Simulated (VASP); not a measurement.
ZnS, 2 atoms in the cell. It takes space group R3m (No. 160, trigonal). Conventional cell: a = 3.844 Å, b = 3.844 Å, c = 9.275 Å, α = 90.00°, β = 90.00°, γ = 120.00°. Within 3.1 Å of Zn (site symmetry 3m) lie 4 S at 2.32 to 2.35 Å. S (site symmetry 3m) has 4 Zn at 2.32 to 2.35 Å within 3.1 Å.  This cell differs from its parent crystal: equal xy, yz and zx shear strains of -1 %.

| Property | Result |
| --- | --- |
| Program | VASP 6.6.1 |
| Task | single point |
| Functional | PBE |
| Potentials or basis | VASP PAW PBE potentials, release 64 (Zn, S) |
| Cutoff | 520 eV |
| k mesh | 8 × 8 × 8 |
| Occupations | fermi-dirac, width 0.01 eV |
| Spin | no spin polarisation |
| Dipole correction | no |
| Further INCAR settings | ALGO = Normal; EDIFF = 1e-07; NBANDS = 16 |

Potentials or basis: VASP PAW PBE potentials, release 64 (Zn, S).

The run is started by

```console
$ cat potpaw_PBE.64/Zn/POTCAR potpaw_PBE.64/S/POTCAR > POTCAR
$ mpirun -np 1 vasp_std > vasp.out
```

Hardware: 1 thread of Intel(R) Xeon(R) Platinum 8375C CPU @ 2.90GHz (Ice Lake) (shared host).

Q: Estimate the wall time of this run.

A: Run time: 31 s on 1 thread of Intel(R) Xeon(R) Platinum 8375C CPU @ 2.90GHz (Ice Lake) (shared host), peak memory 0.17 GiB. Counts: scf iterations 14, k points 65.
